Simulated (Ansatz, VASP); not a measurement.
# Two plane-wave programs on W7Au

Contents of INCAR:

```
PREC     = Accurate       # precision mode
ENCUT    = 600            # plane-wave cutoff, eV
EDIFF    = 1E-6           # SCF threshold, eV
ISMEAR   = 0              # smearing method
SIGMA    = 0.1            # smearing width, eV
LREAL    = F              # projectors in reciprocal space
LASPH    = T              # aspherical terms in the spheres
NELM     = 80             # most SCF steps
ALGO     = Fast           # electronic algorithm
ISIF     = 3              # what is computed and relaxed
LWAVE    = F              # write WAVECAR
LCHARG   = F              # write CHGCAR
GGA      = PE             # functional
IBRION   = 2              # ionic algorithm
NSW      = 90             # ionic steps
EDIFFG   = -0.04          # ionic threshold
```

File KPOINTS:

```
Automatic mesh
0
Gamma
  4 4 4
```

File POSCAR:

```
W7Au
1.0
   -3.3082194800      3.3082194800      3.3082194800
    3.3082194800     -3.3082194800      3.3082194800
    3.3082194800      3.3082194800     -3.3082194800
W Au
7 1
Direct
    0.0000000000      0.5000000000      0.5000000000
    0.5000000000      0.5000000000      0.0000000000
    0.5000000000      0.0000000000      0.5000000000
    0.0000000000      0.0000000000      0.5000000000
    0.0000000000      0.5000000000      0.0000000000
    0.5000000000      0.0000000000      0.0000000000
    0.5000000000      0.5000000000      0.5000000000
    0.0000000000      0.0000000000      0.0000000000
```

Input for Ansatz:

```yaml
crystal:
  lattice:
    - [-3.30821948, 3.30821948, 3.30821948]
    - [3.30821948, -3.30821948, 3.30821948]
    - [3.30821948, 3.30821948, -3.30821948]
  atoms:
    - { symbol: W, position: [0.0, 0.5, 0.5] }
    - { symbol: W, position: [0.5, 0.5, 0.0] }
    - { symbol: W, position: [0.5, 0.0, 0.5] }
    - { symbol: W, position: [0.0, 0.0, 0.5] }
    - { symbol: W, position: [0.0, 0.5, 0.0] }
    - { symbol: W, position: [0.5, 0.0, 0.0] }
    - { symbol: W, position: [0.5, 0.5, 0.5] }
    - { symbol: Au, position: [0.0, 0.0, 0.0] }
basis:
  ecutwfc: 420
kpoints:
  mp_grid: { grid: [4, 4, 4] }
hamiltonian:
  xc: pbe
scf:
  occupations: { method: gaussian, width: 0.1 }
  lower_state_search: "off"
output:
  forces: true
  stress: true
  eigenvalues: true
relax:
  adjacent_minimum: "off"
  f_tol: 0.04
  max_steps: 70
  cell: { stress_tol: 0.4 }
```

Change from the starting cell: species swapped into the Fe7Co type (Im-3m, No. 229).

Alike in both runs: task relaxation of cell and atoms; functional PBE; k mesh 4 × 4 × 4; occupations gaussian, width 0.1 eV; no spin polarisation.

```csv
,VASP,Ansatz
version,VASP 6.6.1,Ansatz 0.2.0
potentials or method,"VASP PAW PBE potentials, release 64 (W_sv, Au), cutoff 600 eV","scalar-relativistic, plane waves, PAW"
valence electrons in the cell,109,117
```

Ansatz gave:

- gap on the k mesh at the Fermi level, each at its own relaxed structure (eV): none
- relaxed volume (Å³/atom): 16.34
- relaxed cell length with the largest relative difference (Å): 5.537

Q: Which values does VASP return?

A: gap on the k mesh at the Fermi level, each at its own relaxed structure (eV): none; relaxed volume (Å³/atom): 16.35; relaxed cell length with the largest relative difference (Å): 5.539.

A gap of «none» marks a metal or a gap that the smearing closes. VASP's potentials hold 109 valence electrons a cell and Ansatz's 117, so a difference there can come from the potentials and not from the codes.

Neither program's run includes spin-orbit coupling.
